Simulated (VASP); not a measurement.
# GaSb (F-43m) in VASP: a series of runs, part 2 of 2

VASP 6.6.1. The steps go on from the part before.

## Step 4: Single point, PBE-based global hybrid with 35 % exact exchange

Contents of POSCAR:

```
GaSb
1.0
    0.0000000000      3.0590000000      3.0590000000
    3.0590000000      0.0000000000      3.0590000000
    3.0590000000      3.0590000000      0.0000000000
Ga Sb
1 1
Direct
    0.0000000000      0.0000000000      0.0000000000
    0.7500000000      0.7500000000      0.7500000000
```

Contents of INCAR.step1:

```
PREC = Accurate ; ENCUT = 400
EDIFF = 1E-5 ; ISMEAR = 0
SIGMA = 0.01 ; LREAL = False
LASPH = True ; NELM = 120
ALGO = Normal ; ISIF = 2
LWAVE = True ; GGA = PE
NBANDS = 16 ; GGA_COMPAT = False
```

Contents of INCAR.step2:

```
PREC = Accurate ; ENCUT = 400
EDIFF = 1E-6 ; ISMEAR = 0
SIGMA = 0.01 ; LREAL = False
LASPH = True ; NELM = 120
ALGO = Normal ; ISIF = 2
LWAVE = False ; LCHARG = True
GGA = PE ; LHFCALC = True
AEXX = 0.35 ; PRECFOCK = Normal
LELF = True ; LVHAR = True
ISTART = 1 ; NBANDS = 16
GGA_COMPAT = False
```

Contents of KPOINTS:

```
regular mesh
0
Gamma
  4 4 4
```

Potentials or basis: VASP PAW PBE potentials, release 64 (Ga_d, Sb).

Command:

```console
$ cat potpaw_PBE.64/Ga_d/POTCAR potpaw_PBE.64/Sb/POTCAR > POTCAR
$ cp INCAR.step1 INCAR
$ mpirun -np 1 vasp_std > vasp.out
$ cp INCAR.step2 INCAR
$ mpirun -np 1 vasp_std > vasp.out
```

OUTCAR:

```text
PREC = Accurate
   ENCUT = 400
   EDIFF = 1E-6
   ISMEAR = 0
   LREAL = False
   LASPH = True
   NELM = 120
   ISIF = 2
   GGA = PE
   LHFCALC = True
   AEXX = 0.35
   PRECFOCK = Normal
   ISTART = 1

 ion  position               nearest neighbor table
   1  0.000  0.000  0.000-   2 2.65   2 2.65   2 2.65   2 2.65
   2  0.750  0.750  0.750-   1 2.65   1 2.65   1 2.65   1 2.65

  LATTYP: Found a face centered cubic cell.
 ALAT       =     6.1180000000

  Lattice vectors:

 A1 = (   0.0000000000,   3.0590000000,   3.0590000000)
 A2 = (   3.0590000000,   0.0000000000,   3.0590000000)
 A3 = (   3.0590000000,   3.0590000000,   0.0000000000)

Analysis of symmetry for initial positions (statically):
=====================================================================
 Subroutine PRICEL returns:
 Original cell was already a primitive cell.

 Routine SETGRP: Setting up the symmetry group for a
 face centered cubic supercell.

 Subroutine GETGRP returns: Found 24 space group operations
 (whereof 24 operations were pure point group operations)
 out of a pool of 48 trial point group operations.

The static configuration has the point symmetry T_d .

Analysis of symmetry for dynamics (positions and initial velocities):
=====================================================================
 Subroutine PRICEL returns:
 Original cell was already a primitive cell.

 Routine SETGRP: Setting up the symmetry group for a
 face centered cubic supercell.

 Subroutine GETGRP returns: Found 24 space group operations
 (whereof 24 operations were pure point group operations)
 out of a pool of 48 trial point group operations.

The dynamic configuration has the point symmetry T_d .

[... 103 lines left out ...]
  Fermi-wavevector in a.u.,A,eV,Ry     =   1.113208  2.103657 16.860766  1.239231
  Thomas-Fermi vector in A             =   2.249790
   LORBIT       =      0    0 simple, 1 ext, 2 COOP (PROOUT), +10 PAW based schemes
   GGA     = PE    functional components
   LHFCALC =     T    Hartree Fock is set to
   PRECFOCK=normal    Normal, Fast or Accurate (Low or Medium for compatibility)
   ENCUT4O =  -1.0   cutoff for four orbital integrals eV
   NKREDX  =     1    reduce k-point grid by
   NKREDY  =     1    reduce k-point grid by
   NKREDZ  =     1    reduce k-point grid by
   AEXX    =    0.3500 exact exchange contribution
   HFSCREEN=    0.0000 screening length (either q_TF or 0.3 A-1)
   HFSCREENC=   0.0000 screening length for correlation (either q_TF or 0.3 A-1)
   ENCUTFOCK=  -1.0 apply spherical cutoff to Coloumb kernel
   IVDW    =     0    specifies the selected vdW correction
   LEPSILON=     F    determine dielectric tensor
   LRPA    =     F    only Hartree local field effects (RPA)
 non-spin polarized calculation
 Gauss-broadening in eV      SIGMA  =   0.01
  energy-cutoff  :      400.00
  volume of cell :       57.25
 maximum number of plane-waves:      1056
  NGX = 24; NGY = 24; NGZ = 24

 number of electron      18.0000013 magnetization

 Free energy of the ion-electron system (eV)
  ---------------------------------------------------
  ext. energy  EPLUGINS =         0.00000000
  ---------------------------------------------------
  free energy    TOTEN  =       -10.92422639 eV

  energy without entropy =      -10.92422639  energy(sigma->0) =      -10.92422639

 E-fermi :   3.8450     XC(G=0):  -6.4270

 val. band max:        3.7478734777   @ k =   0.0000   0.0000   0.0000
 cond. band min:       6.0605079993   @ k =   0.0000   0.0000   0.0000
 fundamental gap:      2.3126345216
 Fermi energy:         3.8449999805

 k-point     1 :       0.0000    0.0000    0.0000
  band No.  band energies     occupation
      1     -15.0070      2.00000
      2     -15.0070      2.00000
      3     -15.0070      2.00000
      4     -14.9535      2.00000
      5     -14.9535      2.00000
      6      -9.2463      2.00000
[... 129 lines left out ...]
      3     -14.9866      2.00000
      4     -14.9589      2.00000
      5     -14.9537      2.00000
      6      -6.3383      2.00000
[... 8 lines left out ...]
     15      16.4269      0.00000
     16      17.8435      0.00000

------------------------ aborting loop because EDIFF is reached ----------------------------------------

  FORCE on cell =-STRESS in cart. coord.  units (eV):
  Direction    XX          YY          ZZ          XY          YZ          ZX
  --------------------------------------------------------------------------------------
  -------------------------------------------------------------------------------------
  Total       -0.5029929     -0.5029929     -0.5029929     -0.0000000      0.0000000      0.0000000
  in kB      -14.0768030    -14.0768030    -14.0768030     -0.0000000      0.0000000      0.0000000
  external PRESSURE =     -14.0768030 kB  Pullay stress =       0.0000000 kB

 VOLUME and BASIS-vectors are now :
 -----------------------------------------------------------------------------
  energy-cutoff  :      400.00
  volume of cell :       57.25
      direct lattice vectors                 reciprocal lattice vectors
     0.000000000  3.059000000  3.059000000    -0.163452109  0.163452109  0.163452109
     3.059000000  0.000000000  3.059000000     0.163452109 -0.163452109  0.163452109
     3.059000000  3.059000000  0.000000000     0.163452109  0.163452109 -0.163452109

 POSITION                                       TOTAL-FORCE (eV/Angst)
 -----------------------------------------------------------------------------------
      0.00000      0.00000      0.00000         0.000000      0.000000      0.000000
      4.58850      4.58850      4.58850        -0.000000     -0.000000     -0.000000
 -----------------------------------------------------------------------------------
    total drift:                               -0.000013     -0.000049     -0.000023

  FREE ENERGIE OF THE ION-ELECTRON SYSTEM (eV)
  ---------------------------------------------------
  free  energy   TOTEN  =       -10.9242263931 eV

  energy  without entropy=      -10.9242263931  energy(sigma->0) =      -10.92422639
```

Wall time 8 min (1 thread of Intel Xeon Platinum 8259CL at 2.50GHz (Skylake/Cascade Lake), shared host); peak memory 0.17 GiB.

What came out:

```
Free energy            : -10.9242 eV
Pressure               : -1.4 GPa
Band gap on the k mesh : 2.31 eV
```

Caveat: the k points lie up to 0.44 Å⁻¹ apart; the PAW data sets were made with another functional, which shifts forces and pressure a little; spin-orbit coupling is left out, which moves the levels of the heavy elements. A k mesh can miss the band edges.

## Step 5: Overview

```csv
level,share of exact exchange,gap on the mesh (eV),pressure (GPa)
PBE-based global hybrid with 5 % exact exchange,0.05,0.32,2.0
PBE-based global hybrid with 20 % exact exchange,0.2,1.26,0.5
PBE-based global hybrid with 35 % exact exchange,0.35,2.31,-1.4
```

Alike in all rows: task single point; potentials or basis VASP PAW PBE potentials, release 64 (Ga_d, Sb); no spin polarisation; cell as given; k mesh 4 × 4 × 4; cutoff (eV) 400; smearing gaussian 0.01 eV.

Caveats: all runs use coarse meshes; the PAW data sets were made with another functional, which shifts forces and pressure a little; spin-orbit coupling is left out, which moves the levels of the heavy elements.

Total energies depend on the potentials used, so only differences within one code and one set of settings carry meaning.
